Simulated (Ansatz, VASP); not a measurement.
Two plane-wave programs on SiGe

```
CELL_PARAMETERS angstrom
4.00184 0.00000 0.00000
-2.00092 3.46570 0.00000
0.00000 0.00000 6.61062
ATOMIC_POSITIONS crystal
Si 0.66667 0.33333 0.87455
Si 0.33333 0.66667 0.37455
Ge 0.66667 0.33333 0.49269
Ge 0.33333 0.66667 0.99269
```

Alike in both runs: task single point; functional PBEsol; k mesh 12 × 12 × 6; occupations gaussian, width 0.03 eV; no spin polarisation.

|  | VASP | Ansatz |
| --- | --- | --- |
| version | VASP 6.6.1 | Ansatz 0.2.0 |
| potentials or method | VASP PAW PBE potentials, release 64 (Si, Ge_d), cutoff 520 eV | scalar-relativistic, plane waves, PAW |
| valence electrons in the cell | 36 | 36 |

```tsv
	VASP	Ansatz	Ansatz less VASP
gap on the k mesh at the Fermi level (eV)	0.09	0.09	-0.004
least direct gap on the mesh (eV)	0.09	0.09	-0.004
pressure (GPa)	-5.1	-5.1	+0.01
traceless stress, the component that is largest in VASP (GPa)	-1.15	-1.15	-0.005
rms of the force components (eV/Å)	0.274	0.274	+0.0001
```

VASP's potentials were made for PBE, not for PBEsol, and Ansatz warns of the same on its side. Atom by atom the forces differ by 0.000 eV/Å (rms over components). The functional is the same, so the differences come from potentials, cutoffs and numerics.
